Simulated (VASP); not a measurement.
Crystal: CaPd4.

```xyz
5
Lattice="4.4081 0.0000 0.0000 0.0000 4.4081 0.0000 0.0000 0.0000 4.4081" Properties=species:S:1:pos:R:3 pbc="T T T"
Ca    2.2040    2.2040    2.2040
Pd    0.0000    2.2040    2.2040
Pd    2.2040    0.0000    2.2040
Pd    2.2040    2.2040    0.0000
Pd    0.0000    0.0000    0.0000
```

The cell was built from a structure type or drawn by symmetry, and may not be a known phase.

* Program: VASP 6.6.1
* Task: relaxation of cell and atoms
* Functional: PBE
* Potentials or basis: VASP PAW PBE potentials, release 64 (Ca_sv, Pd)
* Cutoff: 600 eV
* k mesh: 4 × 4 × 4
* Occupations: gaussian, width 0.1 eV
* Spin: no spin polarisation

At the start: pressure 27.0 GPa; volume 17.13 Å³/atom.

**Question.** How do energy, volume and symmetry change on relaxing?

**Answer.** Over 4 steps the energy falls by 352.6 meV/atom and the volume is 22.77 Å³/atom (+32.9 %); space group Pm-3m (No. 221, to 0.1 Å) before and after.

Step by step:
| step | energy change (eV) | largest force (eV/Å) | pressure (GPa) | volume (Å³) |
| --- | --- | --- | --- | --- |
| 1 | 0.0000 | 0.0000 | 27.02 | 85.65 |
| 2 | -1.5959 | 0.0000 | -3.67 | 126.69 |
| 3 | -1.7620 | 0.0000 | 0.38 | 112.71 |
| 4 | -1.7630 | 0.0000 | -0.07 | 113.83 |

Final structure:
```xyz
5
Lattice="4.8465 0.0000 0.0000 0.0000 4.8465 0.0000 0.0000 0.0000 4.8465" Properties=species:S:1:pos:R:3 pbc="T T T"
Ca    2.4232    2.4232    2.4232
Pd    0.0000    2.4232    2.4232
Pd    2.4232    0.0000    2.4232
Pd    2.4232    2.4232    0.0000
Pd    0.0000    0.0000    0.0000
```

Caveat: the volume moved by over 15 % at a fixed basis, so the end points are rough.
